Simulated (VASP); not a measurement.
# Pt (Fm-3m) in VASP: a series of runs, part 2 of 2

VASP 6.6.1.

## Step 3: Single point, RPBE, non-collinear spin, zero start, spin-orbit coupling

This run uses another cell than the first one, of 15.08 Å³/atom, 1.020 times its volume.

File INCAR:

```
PREC = Accurate
ENCUT = 520
EDIFF = 1E-6
ISMEAR = -1
SIGMA = 0.02
LREAL = F
LASPH = T
NELM = 150
ALGO = Fast
ISIF = 2
LWAVE = F
LCHARG = F
MAGMOM = 0 0 0
LORBIT = 11
LSORBIT = T
GGA_COMPAT = F
LORBMOM = T
LMAXMIX = 4
GGA = RP
NBANDS = 21
```

File KPOINTS:

```
Automatic mesh
0
Gamma
  9 9 9
```

File POSCAR:

```
Pt
1.0
    0.0000000000      1.9609000000      1.9609000000
    1.9609000000      0.0000000000      1.9609000000
    1.9609000000      1.9609000000      0.0000000000
Pt
1
Direct
    0.0000000000      0.0000000000      0.0000000000
```

Potentials or basis: VASP PAW PBE potentials, release 64 (Pt).

Run with:

```sh
$ cat potpaw_PBE.64/Pt/POTCAR > POTCAR
$ mpirun -np 1 vasp_ncl > vasp.out
```

Wall time 21 s (1 thread of Intel Xeon Platinum 8488C (Sapphire Rapids), shared host); peak memory 0.2 GiB.

It converged, with:

* Free energy: -5.8358 eV
* Pressure: 13.8 GPa
* Net moment: 0.00 μB per cell
* Valence electrons inside the program's atomic spheres: Pt 9.30

Moments on the atoms (μB; x, y, z):
```
Pt  0.00 0.00 0.00
```

Caveat: the PAW data sets were made with another functional, which shifts forces and pressure a little.

## Step 4: Single point, RPBE, non-collinear spin, zero start, spin-orbit coupling

This run uses another cell than the first one, of 15.38 Å³/atom, 1.041 times its volume.

File INCAR:

```
SYSTEM = Pt
PREC     = Accurate       ! precision mode
ENCUT    = 520            ! plane-wave cutoff, eV
EDIFF    = 1E-6           ! SCF threshold, eV
ISMEAR   = -1             ! smearing method
SIGMA    = 0.02           ! smearing width, eV
LREAL    = .FALSE.        ! projectors in reciprocal space
LASPH    = .TRUE.         ! aspherical terms in the spheres
NELM     = 150            ! most SCF steps
ALGO     = Normal         ! electronic algorithm
ISIF     = 2              ! what is computed and relaxed
LWAVE    = .FALSE.        ! write WAVECAR
LCHARG   = .FALSE.        ! write CHGCAR
MAGMOM   = 0 0 0          ! initial moments
LORBIT   = 11             ! projections on sites
LSORBIT  = .TRUE.         ! spin-orbit coupling
GGA_COMPAT= .FALSE.      
LORBMOM  = .TRUE.       
LMAXMIX  = 4              ! l up to which the mixer works
GGA      = RP             ! functional
NBANDS   = 21             ! bands
```

File KPOINTS:

```
Automatic mesh
0
G
  9 9 9
  0 0 0
```

File POSCAR:

```
Pt
1.0
    0.0000000000      1.9738864712      1.9738864712
    1.9738864712      0.0000000000      1.9738864712
    1.9738864712      1.9738864712      0.0000000000
Pt
1
Direct
    0.0000000000      0.0000000000      0.0000000000
```

Potentials or basis: VASP PAW PBE potentials, release 64 (Pt).

Run with:

```sh
$ cat potpaw_PBE.64/Pt/POTCAR > POTCAR
$ mpirun -np 1 vasp_ncl > vasp.out
```

OUTCAR:

```text
SYSTEM = Pt
   PREC = Accurate
   ENCUT = 520
   EDIFF = 1E-6
   ISMEAR = -1
   LREAL = .FALSE.
   LASPH = .TRUE.
   NELM = 150
   ISIF = 2
   LORBIT = 11
   LSORBIT = .TRUE.
   GGA = RP

 ion  position               nearest neighbor table
   1  0.000  0.000  0.000-

  LATTYP: Found a face centered cubic cell.
 ALAT       =     3.9477729424

  Lattice vectors:

 A1 = (   0.0000000000,   1.9738864712,   1.9738864712)
 A2 = (   1.9738864712,   0.0000000000,   1.9738864712)
 A3 = (   1.9738864712,   1.9738864712,   0.0000000000)

Analysis of symmetry for initial positions (statically):
=====================================================================
 Subroutine PRICEL returns:
 Original cell was already a primitive cell.

 Routine SETGRP: Setting up the symmetry group for a
 face centered cubic supercell.

 Subroutine GETGRP returns: Found 48 space group operations
 (whereof 48 operations were pure point group operations)
 out of a pool of 48 trial point group operations.

The static configuration has the point symmetry O_h .

Analysis of symmetry for dynamics (positions and initial velocities):
=====================================================================
 Subroutine PRICEL returns:
 Original cell was already a primitive cell.

[... 782 lines left out ...]
  free  energy   TOTEN  =        -5.8566229830 eV

  energy  without entropy=       -5.8546374491  energy(sigma->0) =       -5.85563022

 orbital moment (x)

 # of ion     p       d       tot
 ----------------------------------------
  1         0.000  -0.000  -0.000
 ----------------------------------------
            0.000  -0.000  -0.000

 orbital moment (y)

 # of ion     p       d       tot
 ----------------------------------------
  1         0.000   0.000   0.000
 ----------------------------------------
            0.000   0.000   0.000

 orbital moment (z)

 # of ion     p       d       tot
 ----------------------------------------
  1         0.000   0.000   0.000
 ----------------------------------------
            0.000   0.000   0.000

 Spin-Orbit-Coupling matrix elements

 Ion:    1  E_soc:     -0.7564710
 l=   1
     0.0000000    -0.0320499    -0.0320499
    -0.0320499     0.0000000    -0.0320499
    -0.0320499    -0.0320499     0.0000000
 l=   2
     0.0000000    -0.0171814     0.0000000    -0.0171814    -0.0768472
    -0.0171814     0.0000000    -0.0576354    -0.0171814    -0.0192118
     0.0000000    -0.0576354     0.0000000    -0.0576354     0.0000000
    -0.0171814    -0.0171814    -0.0576354     0.0000000    -0.0192118
    -0.0768472    -0.0192118     0.0000000    -0.0192118     0.0000000
 l=   3
     0.0000000     0.0000000     0.0000000     0.0000000     0.0000000     0.0000000     0.0000000
     0.0000000     0.0000000     0.0000000     0.0000000     0.0000000     0.0000000     0.0000000
     0.0000000     0.0000000     0.0000000     0.0000000     0.0000000     0.0000000     0.0000000
     0.0000000     0.0000000     0.0000000     0.0000000     0.0000000     0.0000000     0.0000000
     0.0000000     0.0000000     0.0000000     0.0000000     0.0000000     0.0000000     0.0000000
     0.0000000     0.0000000     0.0000000     0.0000000     0.0000000     0.0000000     0.0000000
     0.0000000     0.0000000     0.0000000     0.0000000     0.0000000     0.0000000     0.0000000

 total charge

# of ion       s       p       d       tot
------------------------------------------
    1        0.632   0.605   8.016   9.252

 magnetization (x)

# of ion       s       p       d       tot
------------------------------------------
    1       -0.000   0.000   0.000   0.000

 magnetization (y)

# of ion       s       p       d       tot
------------------------------------------
    1        0.000   0.000  -0.000  -0.000

 magnetization (z)

# of ion       s       p       d       tot
------------------------------------------
    1        0.000  -0.000   0.000   0.000
```

OSZICAR:

```text
N       E                     dE             d eps       ncg     rms          rms(c)
DAV:   1     0.531965398725E+02    0.53197E+02   -0.49558E+03  1494   0.898E+02
DAV:   2    -0.493314943813E+01   -0.58130E+02   -0.54398E+02  1720   0.218E+02
DAV:   3    -0.618115053360E+01   -0.12480E+01   -0.12339E+01  1681   0.307E+01
DAV:   4    -0.618804487888E+01   -0.68943E-02   -0.68938E-02  1708   0.252E+00
DAV:   5    -0.618811999166E+01   -0.75113E-04   -0.75113E-04  1713   0.266E-01    0.135E+01
DAV:   6    -0.589598821657E+01    0.29213E+00   -0.33798E-01  1615   0.687E+00    0.752E+00
DAV:   7    -0.585970613815E+01    0.36282E-01   -0.69213E-02  1698   0.314E+00    0.286E+00
DAV:   8    -0.585690063001E+01    0.28055E-02   -0.27400E-03  1716   0.462E-01    0.123E+00
DAV:   9    -0.585662828637E+01    0.27234E-03   -0.59927E-04  1715   0.243E-01    0.152E-01
DAV:  10    -0.585661752232E+01    0.10764E-04   -0.13531E-05  1710   0.384E-02    0.195E-02
DAV:  11    -0.585662252726E+01   -0.50049E-05   -0.13835E-06  1711   0.124E-02    0.988E-03
DAV:  12    -0.585662298303E+01   -0.45576E-06   -0.56855E-08   950   0.208E-03
   1 F= -.58566230E+01 E0= -.58556302E+01  d E =-.198553E-02  mag=     0.0000    -0.0000     0.0000
```

It took 17 s on 1 thread of Intel Xeon Platinum 8488C (Sapphire Rapids), shared host; peak memory 0.2 GiB.

Results:

```
Free energy                                           : -5.8566 eV
Pressure                                              : 8.1 GPa
Net moment                                            : 0.00 μB per cell
Valence electrons inside the program's atomic spheres : Pt 9.25
```

Moments on the atoms (μB; x, y, z):
```
Pt  0.00 0.00 0.00
```

Caveat: the PAW data sets were made with another functional, which shifts forces and pressure a little.

## Step 5: Single point, RPBE, non-collinear spin, zero start, spin-orbit coupling

This run uses another cell than the first one, of 15.68 Å³/atom, 1.061 times its volume.

File INCAR:

```
PREC     = Accurate       # precision mode
ENCUT    = 520            # plane-wave cutoff, eV
EDIFF    = 1E-7           # SCF threshold, eV
ISMEAR   = -1             # smearing method
SIGMA    = 0.02           # smearing width, eV
LREAL    = False          # projectors in reciprocal space
LASPH    = True           # aspherical terms in the spheres
NELM     = 150            # most SCF steps
ALGO     = Normal         # electronic algorithm
ISIF     = 2              # what is computed and relaxed
LWAVE    = False          # write WAVECAR
LCHARG   = False          # write CHGCAR
MAGMOM   = 0 0 0          # initial moments
LORBIT   = 11             # projections on sites
LSORBIT  = True           # spin-orbit coupling
GGA_COMPAT= False        
LORBMOM  = True         
LMAXMIX  = 4              # l up to which the mixer works
GGA      = RP             # functional
NBANDS   = 21             # bands
```

File KPOINTS:

```
regular mesh
0
Gamma
  9 9 9
```

File POSCAR:

```
Pt
1.0
    0.0000000000      1.9867042750      1.9867042750
    1.9867042750      0.0000000000      1.9867042750
    1.9867042750      1.9867042750      0.0000000000
Pt
1
Direct
    0.0000000000      0.0000000000      0.0000000000
```

Run with:

```sh
$ cat potpaw_PBE.64/Pt/POTCAR > POTCAR
$ mpirun -np 1 vasp_ncl > vasp.out
```

Run time: 18 s. Hardware: 1 thread of Intel Xeon Platinum 8488C (Sapphire Rapids), shared host; peak memory 0.2 GiB.

Results (log left out):

```yaml
Free_energy: -5.8674 eV
Pressure: 3.1 GPa
Net_moment: 0.00 μB per cell
Valence_electrons_inside_the_program's_atomic_spheres: Pt 9.20
```

Moments on the atoms (μB; x, y, z):
```
Pt  0.00 0.00 0.00
```

Caveat: the PAW data sets were made with another functional, which shifts forces and pressure a little.

## Step 6: Single point, RPBE, non-collinear spin, zero start, spin-orbit coupling

This run uses another cell than the first one, of 15.98 Å³/atom, 1.082 times its volume.

File INCAR:

```
ALGO     = Normal         # electronic algorithm
EDIFF    = 1E-6           # SCF threshold, eV
ENCUT    = 520            # plane-wave cutoff, eV
GGA      = RP             # functional
GGA_COMPAT= F            
ISIF     = 2              # what is computed and relaxed
ISMEAR   = -1             # smearing method
LASPH    = T              # aspherical terms in the spheres
LCHARG   = F              # write CHGCAR
LMAXMIX  = 4              # l up to which the mixer works
LNONCOLLINEAR= T              # non-collinear magnetism
LORBIT   = 11             # projections on sites
LORBMOM  = T            
LREAL    = F              # projectors in reciprocal space
LSORBIT  = T              # spin-orbit coupling
LWAVE    = F              # write WAVECAR
MAGMOM   = 0 0 0          # initial moments
NBANDS   = 21             # bands
NELM     = 150            # most SCF steps
PREC     = Accurate       # precision mode
SIGMA    = 0.02           # smearing width, eV
```

File KPOINTS:

```
k-points
0
Gamma
  9 9 9
```

File POSCAR:

```
Pt
1.0
    0.0000000000      1.9993587835      1.9993587835
    1.9993587835      0.0000000000      1.9993587835
    1.9993587835      1.9993587835      0.0000000000
Pt
1
Direct
    0.0000000000      0.0000000000      0.0000000000
```

Potentials or basis: VASP PAW PBE potentials, release 64 (Pt).

Run with:

```sh
$ cat potpaw_PBE.64/Pt/POTCAR > POTCAR
$ mpirun -np 1 vasp_ncl > vasp.out
```

Wall time 16 s (1 thread of Intel Xeon Platinum 8488C (Sapphire Rapids), shared host); peak memory 0.2 GiB.

The run converged. Its results:

```yaml
Free_energy: -5.8692 eV
Pressure: -1.3 GPa
Net_moment: 0.00 μB per cell
Valence_electrons_inside_the_program's_atomic_spheres: Pt 9.16
```

Moments on the atoms (μB; x, y, z):
```
Pt  0.00 0.00 0.00
```

Caveat: the PAW data sets were made with another functional, which shifts forces and pressure a little.

## Step 7: The runs side by side

```csv
cell,pressure (GPa),moment (μB)
"a = 2.755 Å, angles 60.0°, 1 atom",20.2,0.00
"a = 2.773 Å, angles 60.0°, 1 atom",13.8,0.00
"a = 2.791 Å, angles 60.0°, 1 atom",8.1,0.00
"a = 2.810 Å, angles 60.0°, 1 atom",3.1,0.00
"a = 2.828 Å, angles 60.0°, 1 atom",-1.3,0.00
```

Alike in all rows: task single point; level RPBE; potentials or basis VASP PAW PBE potentials, release 64 (Pt); spin non-collinear, zero start, SOC; k mesh 9 × 9 × 9; cutoff (eV) 520; smearing fermi-dirac 0.02 eV.

Caveats: the PAW data sets were made with another functional, which shifts forces and pressure a little.

Absolute energies hang on the potentials; compare differences alone.
